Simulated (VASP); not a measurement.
A run of VASP 6.6.1:

The input INCAR:

```
SYSTEM = Li3ClO
  PREC = Accurate
  ENCUT = 520
  EDIFF = 1E-7
  ISMEAR = 0
  SIGMA = 0.05
  LREAL = .False.
  LASPH = .True.
  NELM = 80
  ALGO = Normal
  ISIF = 2
  LWAVE = .False.
  LCHARG = .True.
  GGA = PS
  LELF = .True.
  LVHAR = .True.
  NBANDS = 19
```

KPOINTS

```
Automatic mesh
0
Gamma
  6 6 6
  0 0 0
```

The input POSCAR:

```
Li3ClO
1.0
    3.9083370000      0.0000000000      0.0000000000
    0.0000000000      3.9083370000      0.0000000000
    0.0000000000      0.0000000000      3.9083370000
Li Cl O
3 1 1
Direct
    0.0000000000      0.5000000000      0.5000000000
    0.5000000000      0.0000000000      0.5000000000
    0.5000000000      0.5000000000      0.0000000000
    0.0000000000      0.0000000000      0.0000000000
    0.4592923983      0.4592923983      0.3848615153
```

Potentials or basis: VASP PAW PBE potentials, release 64 (Li_sv, Cl, O).

Command:

```console
$ cat potpaw_PBE.64/Li_sv/POTCAR potpaw_PBE.64/Cl/POTCAR potpaw_PBE.64/O/POTCAR > POTCAR
$ mpirun -np 1 vasp_std > vasp.out
```

Hardware: 1 thread of Intel(R) Xeon(R) Platinum 8259CL CPU @ 2.50GHz (Skylake/Cascade Lake) (shared host).

Q: How long does it take, and how much memory?

A: It took 64 s on 1 thread of Intel(R) Xeon(R) Platinum 8259CL CPU @ 2.50GHz (Skylake/Cascade Lake), with other jobs on the host, peak memory 0.2 GiB. Counts: scf iterations 15, k points 68.
